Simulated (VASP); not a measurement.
# Se (P1) in VASP: single point with PBE

Aim: the single point of Se with PBE.

All numbers are computed with VASP 6.6.1; they aren't measurements. Logs are shortened: lines on timing, memory, paths and dates and some standing lists are left out, and cuts for length are marked.

### 1 The cell of the first run

The typed cell holds 3 atoms: a = 5.734 Å, b = 6.558 Å, c = 4.233 Å, α = 130.36°, β = 92.57°, γ = 92.77°.

### 2 Single point, PBE

Input file INCAR:

```
  PREC = Accurate
  ENCUT = 520
  EDIFF = 1E-6
  ISMEAR = 0
  SIGMA = 0.1
  LREAL = F
  LASPH = T
  NELM = 100
  ALGO = Normal
  ISIF = 2
  LWAVE = F
  LCHARG = T
  GGA = PE
  LELF = T
  LVHAR = T
  NBANDS = 16
```

Input file KPOINTS:

```
Automatic mesh
0
Gamma
  4 4 6
```

Input file POSCAR:

```
Se
1.0
    5.7285099252     -0.1560642488     -0.1885364168
   -0.1905797607      6.3963856419     -1.4347855781
   -0.1208012098     -1.9747781596      3.7421376966
Se
3
Direct
    0.3998748199      0.3595390053      0.4143398718
    0.0953734701      0.6474760609      0.6778271493
    0.2452035770      1.0034541412      0.3899865901
```

Potentials or basis: VASP PAW PBE potentials, release 64 (Se).

The run is started by

```bash
cat potpaw_PBE.64/Se/POTCAR > POTCAR
mpirun -np 1 vasp_std > vasp.out
```

OUTCAR:

```text
PREC = Accurate
   ENCUT = 520
   EDIFF = 1E-6
   ISMEAR = 0
   LREAL = F
   LASPH = T
   NELM = 100
   ISIF = 2
   GGA = PE

 ion  position               nearest neighbor table
   1  0.400  0.360  0.414-   2 2.37   3 2.39
   2  0.095  0.647  0.678-   1 2.37   3 2.39
   3  0.245  0.003  0.390-   1 2.39   2 2.39

  LATTYP: Found a triclinic cell.
 ALAT       =     6.9724435073
 B/A-ratio  =     0.6070982617
 C/A-ratio  =     0.7166990514
 COS(alpha) =     0.0028199400
 COS(beta)  =     0.0851973872
 COS(gamma) =     0.5701888096

  Lattice vectors:

 A1 = (   5.6077087154,  -2.1308424084,   3.5536012798)
 A2 = (  -0.1208012098,  -1.9747781596,   3.7421376966)
 A3 = (   0.3113809705,  -4.4216074823,  -2.3073521185)

Analysis of symmetry for initial positions (statically):
=====================================================================
 Subroutine PRICEL returns:
 Original cell was already a primitive cell.

 Routine SETGRP: Setting up the symmetry group for a
 triclinic supercell.

 Subroutine GETGRP returns: Found  1 space group operations
 (whereof  1 operations were pure point group operations)
 out of a pool of  2 trial point group operations.

The static configuration has the point symmetry C_1 .

Analysis of symmetry for dynamics (positions and initial velocities):
=====================================================================
 Subroutine PRICEL returns:
 Original cell was already a primitive cell.

 Routine SETGRP: Setting up the symmetry group for a
 triclinic supercell.

 Subroutine GETGRP returns: Found  1 space group operations
 (whereof  1 operations were pure point group operations)
 out of a pool of  2 trial point group operations.

The dynamic configuration has the point symmetry C_1 .

 Subroutine INISYM returns: Found  1 space group operations
 (whereof  1 operations are pure point group operations),
 and found     1 'primitive' translations

----------------------------------------------------------------------------------------

                                     Primitive cell

  volume of cell :     120.5325

  direct lattice vectors                    reciprocal lattice vectors
     5.728509925 -0.156064249 -0.188536417     0.175079589  0.007354862  0.009533066
    -0.190579761  6.396385642 -1.434785578     0.007934224  0.177662502  0.094011103
    -0.120801210 -1.974778160  3.742137697     0.011862949  0.068488729  0.303752346

  length of vectors
     5.733735954  6.558100303  4.232958333     0.175493122  0.201159151  0.311603792

  position of ions in fractional coordinates (direct lattice)
     0.399874820  0.359539005  0.414339872
     0.095373470  0.647476061  0.677827149
     0.245203577  0.003454141  0.389986590

  ion indices of the primitive-cell ions
   primitive index   ion index
                 1           1
                 2           2
                 3           3

----------------------------------------------------------------------------------------

 KPOINTS: Automatic mesh

Automatic generation of k-mesh.
 Grid dimensions read from file:
 generate k-points for:    4    4    6

 Generating k-lattice:

  Cartesian coordinates                     Fractional coordinates (reciprocal lattice)
     0.043769897  0.001838715  0.002383267     0.250000000  0.000000000  0.000000000
     0.001983556  0.044415626  0.023502776     0.000000000  0.250000000  0.000000000
     0.001977158  0.011414788  0.050625391     0.000000000  0.000000000  0.166666667

  Length of vectors
     0.043873280  0.050289788  0.051933965

  Shift w.r.t. Gamma in fractional coordinates (k-lattice)
     0.000000000  0.000000000  0.000000000

 Subroutine IBZKPT returns following result:
 ===========================================

 Found     52 irreducible k-points:

 Following reciprocal coordinates:
            Coordinates               Weight
  0.000000  0.000000  0.000000      1.000000
  0.250000 -0.000000  0.000000      2.000000
  0.500000 -0.000000  0.000000      1.000000
  0.000000  0.250000  0.000000      2.000000
  0.250000  0.250000  0.000000      2.000000
  0.500000  0.250000  0.000000      2.000000
[... 16 lines left out ...]
  0.000000 -0.250000  0.166667      2.000000
  0.250000 -0.250000  0.166667      2.000000
 [... further k-points ...]
   k-points           NKPTS =     52   k-points in BZ     NKDIM =     52   number of bands    NBANDS=     16
   number of dos      NEDOS =    301   number of ions     NIONS =      3
   total plane-waves  NPLWV =  76800
   dimension x,y,z NGX =    48 NGY =   50 NGZ =   32
   dimension x,y,z NGXF=    96 NGYF=  100 NGZF=   64
   ions per type =               3
   NGX,Y,Z   is equivalent  to a cutoff of  13.92, 12.67, 12.57 a.u.
   NGXF,Y,Z  is equivalent  to a cutoff of  27.83, 25.35, 25.14 a.u.
 SYSTEM =  unknown system
   PREC   = accura    normal or accurate (medium, high low for compatibility)
   ISTART =      0    job   : 0-new  1-cont  2-samecut
   ICHARG =      2    charge: 1-file 2-atom 10-const
   ISPIN  =      1    spin polarized calculation?
   LNONCOLLINEAR =      F non collinear calculations
   LSORBIT =      F    spin-orbit coupling
   LASPH  =      T    aspherical Exc in radial PAW
   ENCUT  =  520.0 eV  38.22 Ry    6.18 a.u.  10.66 12.19  7.87*2*pi/ulx,y,z
   NELM   =    100;   NELMIN=  2; NELMDL= -5     # of ELM steps
   EDIFF  = 0.1E-05   stopping-criterion for ELM
   LREAL  =      F    real-space projection
   EDIFFG = 0.1E-04   stopping-criterion for IOM
   NSW    =      0    number of steps for IOM
   IBRION =     -1    ionic relax: 0-MD 1-quasi-New 2-CG
   NFREE  =      0    steps in history (QN), initial steepest desc. (CG)
   ISIF   =      2    stress and relaxation
   ISYM   =      2    0-nonsym 1-usesym 2-fastsym
   POTIM  = 0.5000    time-step for ionic-motion
   TEBEG  =    0.0;   TEEND  =   0.0 temperature during run
   PSTRESS=    0.0 pullay stress
   NELECT =      18.0000    total number of electrons
   NUPDOWN=      -1.0000    fix difference up-down
   EMIN   =  10.00;   EMAX   =-10.00  energy-range for DOS
   EFERMI =   0.00;   METHOD = LEGACY
   ISMEAR =     0;   SIGMA  =   0.10  broadening in eV -4-tet -1-fermi 0-gaus
   EFERMI_NEDOS =   21; number of points for ismear=-14 and -15
   IALGO  =     38    algorithm
   IMIX   =      4    mixing-type and parameters
     AMIX     =   0.40;   BMIX     =  1.00
     AMIX_MAG =   1.60;   BMIX_MAG =  1.00
  volume/ion in A,a.u.               =      40.18       271.13
  Fermi-wavevector in a.u.,A,eV,Ry     =   0.868556  1.641332 10.264085  0.754389
  Thomas-Fermi vector in A             =   1.987251
   LORBIT       =      0    0 simple, 1 ext, 2 COOP (PROOUT), +10 PAW based schemes
   GGA     = PE    functional components
   LHFCALC =     F    Hartree Fock is set to
   AEXX    =    0.0000 exact exchange contribution
   IVDW    =     0    specifies the selected vdW correction
   LEPSILON=     F    determine dielectric tensor
   LRPA    =     F    only Hartree local field effects (RPA)
 non-spin polarized calculation
 Gauss-broadening in eV      SIGMA  =   0.10
  energy-cutoff  :      520.00
  volume of cell :      120.53
 maximum number of plane-waves:      3272
 NGX is ok and might be reduce to    48
   NGX = 21   NGY = 25   NGZ = 15

 number of electron      18.0000001 magnetization

 Free energy of the ion-electron system (eV)
  ---------------------------------------------------
  ext. energy  EPLUGINS =         0.00000000
  ---------------------------------------------------
  free energy    TOTEN  =       -10.45546675 eV

  energy without entropy =      -10.45546675  energy(sigma->0) =      -10.45546675

 E-fermi :   0.1621     XC(G=0):  -6.8776

 val. band max:       -0.3150535706   @ k =   0.5000  -0.0000   0.3333
 cond. band min:       1.3532963634   @ k =   0.5000   0.2500   0.1667
 fundamental gap:      1.6683499341
 Fermi energy:         0.1620572936

 k-point     1 :       0.0000    0.0000    0.0000
  band No.  band energies     occupation
      1     -15.3198      2.00000
      2     -11.6784      2.00000
      3     -11.4742      2.00000
      4      -4.1226      2.00000
      5      -4.0159      2.00000
      6      -3.2364      2.00000
[... 8 lines left out ...]
     15       7.5902      0.00000
     16       7.9792      0.00000

 k-point     2 :       0.2500   -0.0000    0.0000
  band No.  band energies     occupation
      1     -15.3095      2.00000
      2     -11.7168      2.00000
      3     -11.4622      2.00000
      4      -4.2892      2.00000
      5      -3.9339      2.00000
      6      -3.1297      2.00000
[... 8 lines left out ...]
     15       7.2344      0.00000
     16       7.9837      0.00000

 k-point     3 :       0.5000   -0.0000    0.0000
  band No.  band energies     occupation
      1     -15.2990      2.00000
      2     -11.7525      2.00000
      3     -11.4528      2.00000
      4      -4.3720      2.00000
      5      -3.9241      2.00000
      6      -3.0440      2.00000
[... 8 lines left out ...]
     15       6.4795      0.00000
     16       7.9740      0.00000

 k-point     4 :       0.0000    0.2500    0.0000
  band No.  band energies     occupation
      1     -15.0418      2.00000
      2     -13.0127      2.00000
      3     -10.2976      2.00000
      4      -4.5582      2.00000
      5      -3.9066      2.00000
      6      -3.2097      2.00000
[... 8 lines left out ...]
     15       7.3083      0.00000
     16       8.6035      0.00000
[... 324 lines left out ...]
 k-point    22 :      -0.2500    0.5000    0.1667
  band No.  band energies     occupation
      1     -14.7524      2.00000
      2     -13.4277      2.00000
      3     -10.1327      2.00000
      4      -4.8326      2.00000
      5      -4.2349      2.00000
      6      -3.2545      2.00000
[... 8 lines left out ...]
     15       7.4172      0.00000
     16       7.8303      0.00000

 k-point    23 :       0.0000   -0.2500    0.1667
  band No.  band energies     occupation
      1     -15.2202      2.00000
      2     -12.0678      2.00000
      3     -11.1525      2.00000
      4      -4.2960      2.00000
      5      -4.1787      2.00000
      6      -3.2536      2.00000
[... 8 lines left out ...]
     15       7.4194      0.00000
     16       7.8073      0.00000

 k-point    24 :       0.2500   -0.2500    0.1667
  band No.  band energies     occupation
      1     -15.2109      2.00000
      2     -12.0614      2.00000
      3     -11.1893      2.00000
      4      -4.3520      2.00000
      5      -4.2134      2.00000
      6      -3.0700      2.00000
[... 8 lines left out ...]
     15       7.3021      0.00000
     16       7.8673      0.00000

 [... further k-points ...]

------------------------ aborting loop because EDIFF is reached ----------------------------------------

  FORCE on cell =-STRESS in cart. coord.  units (eV):
  Direction    XX          YY          ZZ          XY          YZ          ZX
  --------------------------------------------------------------------------------------
  -------------------------------------------------------------------------------------
  Total        0.0563871      0.0285116      0.0043923     -0.0197569     -0.0158380     -0.0372265
  in kB        0.7495253      0.3789904      0.0583849     -0.2626180     -0.2105272     -0.4948332
  external PRESSURE =       0.3956335 kB  Pullay stress =       0.0000000 kB

 VOLUME and BASIS-vectors are now :
 -----------------------------------------------------------------------------
  energy-cutoff  :      520.00
  volume of cell :      120.53
      direct lattice vectors                 reciprocal lattice vectors
     5.728509925 -0.156064249 -0.188536417     0.175079589  0.007354862  0.009533066
    -0.190579761  6.396385642 -1.434785578     0.007934224  0.177662502  0.094011103
    -0.120801210 -1.974778160  3.742137697     0.011862949  0.068488729  0.303752346

 POSITION                                       TOTAL-FORCE (eV/Angst)
 -----------------------------------------------------------------------------------
      2.17211      1.41911      0.95926         0.012196     -0.000965     -0.019110
      0.34107      2.78806      1.58955        -0.018439      0.007334     -0.003903
      1.35688     -0.78631      1.40820         0.006243     -0.006369      0.023013
 -----------------------------------------------------------------------------------
    total drift:                                0.000098      0.000103     -0.000103

  FREE ENERGIE OF THE ION-ELECTRON SYSTEM (eV)
  ---------------------------------------------------
  free  energy   TOTEN  =       -10.4554667485 eV

  energy  without entropy=      -10.4554667485  energy(sigma->0) =      -10.45546675
```

Run time: 40 s. Hardware: 1 thread of Intel Xeon 6975P-C (Granite Rapids), shared host; peak memory 0.28 GiB.

What came out:

```yaml
Free_energy: -10.4555 eV
Pressure: 0.0 GPa
Largest_force: 0.025 eV/Å
Band_gap_on_the_k_mesh: 1.67 eV, indirect (least direct gap 1.81 eV)
```

Forces on the atoms (eV/Å):
```
Se   0.012 -0.001 -0.019
Se  -0.018  0.007 -0.004
Se   0.006 -0.006  0.023
```
